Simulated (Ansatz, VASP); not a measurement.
## Two plane-wave programs on Ta2H

INCAR

```
PREC = Accurate ; ENCUT = 520
EDIFF = 1E-6 ; ISMEAR = 0
SIGMA = 0.1 ; LREAL = F
LASPH = T ; NELM = 60
ALGO = Normal ; ISIF = 2
LWAVE = F ; LCHARG = F
GGA = PS ; NBANDS = 18
```

File KPOINTS:

```
regular mesh
0
Gamma
  12 12 12
```

File POSCAR:

```
Ta2H
1.0
    3.4975191502      0.0000000000      0.0000000000
    0.0000000000      3.4975191502      0.0000000000
    0.0000000000      0.0000000000      3.2296826331
Ta H
2 1
Direct
    0.5000000000      0.0000000000      0.7197735624
    0.0000000000      0.5000000000      0.2802264376
    0.0000000000      0.0000000000      0.0000000000
```

Input for Ansatz:

```yaml
crystal:
  lattice:
    - [3.4975191502, 0.0, 0.0]
    - [0.0, 3.4975191502, 0.0]
    - [0.0, 0.0, 3.2296826331]
  atoms:
    - { symbol: Ta, position: [0.5, 0.0, 0.7197735624] }
    - { symbol: Ta, position: [0.0, 0.5, 0.2802264376] }
    - { symbol: H, position: [0.0, 0.0, 0.0] }
basis:
  ecutwfc: 420
kpoints:
  mp_grid: { grid: [12, 12, 12] }
hamiltonian:
  xc: pbesol
scf:
  occupations: { method: gaussian, width: 0.1 }
output:
  forces: true
  stress: true
  eigenvalues: true
```

Alike in both runs: task single point; functional PBEsol; k mesh 12 × 12 × 12; occupations gaussian, width 0.1 eV; no spin polarisation.

|  | VASP | Ansatz |
| --- | --- | --- |
| version | VASP 6.6.1 | Ansatz 0.2.0 |
| potentials or method | VASP PAW PBE potentials, release 64 (Ta_pv, H), cutoff 520 eV | scalar-relativistic, plane waves, PAW |
| valence electrons in the cell | 23 | 27 |

|  | VASP | Ansatz | Ansatz less VASP |
| --- | --- | --- | --- |
| gap on the k mesh at the Fermi level (eV) | none | none | - |
| pressure (GPa) | -7.9 | -8.0 | -0.06 |
| traceless stress, the component that is largest in VASP (GPa) | 6.97 | 6.99 | +0.024 |
| rms of the force components (eV/Å) | 0.602 | 0.608 | +0.0055 |

VASP's potentials were made for PBE, not for PBEsol. Atom by atom the forces differ by 0.006 eV/Å (rms over components). A gap of «none» marks a metal or a gap that the smearing closes. The functional is the same, so the differences come from potentials, cutoffs and numerics. VASP's potentials hold 23 valence electrons a cell and Ansatz's 27, so a difference there can come from the potentials and not from the codes.

Spin-orbit coupling is off throughout.
